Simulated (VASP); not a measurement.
BeTe (rocksalt type): single point with LDA

BeTe (rocksalt type):

```
Be Te
1.0
     0.00000    2.66207    2.66207
     2.66207    0.00000    2.66207
     2.66207    2.66207    0.00000
Be Te
1 1
Direct
  0.00000 0.00000 0.00000
  0.50000 0.50000 0.50000
```

| Quantity | Value |
| --- | --- |
| Program | VASP 6.6.1 |
| Task | single point |
| Functional | LDA |
| Potentials or basis | VASP PAW LDA potentials, release 64 (Be, Te) |
| Cutoff | 520 eV |
| k mesh | 13 × 13 × 13 |
| Occupations | fermi-dirac, width 0.05 eV |
| Spin | no spin polarisation |
| Dipole correction | no |
| Further INCAR settings | ALGO = Normal; EDIFF = 1e-07; NBANDS = 11 |

| Property | Result |
| --- | --- |
| Pressure | -2.2 GPa |
| Band gap on the k mesh | zero (band 4 reaches 7.67 eV, above the bottom of band 5 at 6.56 eV) |

Levels at points of the mesh, in eV from the Fermi level:
| k point | band 1 | band 2 | band 3 | band 4 | band 5 | band 6 | band 7 | band 8 |
| --- | --- | --- | --- | --- | --- | --- | --- | --- |
| (0.00, 0.00, 0.00) | -13.52 | -0.28 | -0.28 | -0.28 | 3.23 | 6.26 | 6.26 | 6.26 |

Wall time 15 s on 1 thread of AMD EPYC 9R45 96-Core Processor (Zen 5) (shared host), peak memory 0.14 GiB.

Caveat: spin-orbit coupling is left out, which moves the levels of the heavy elements.
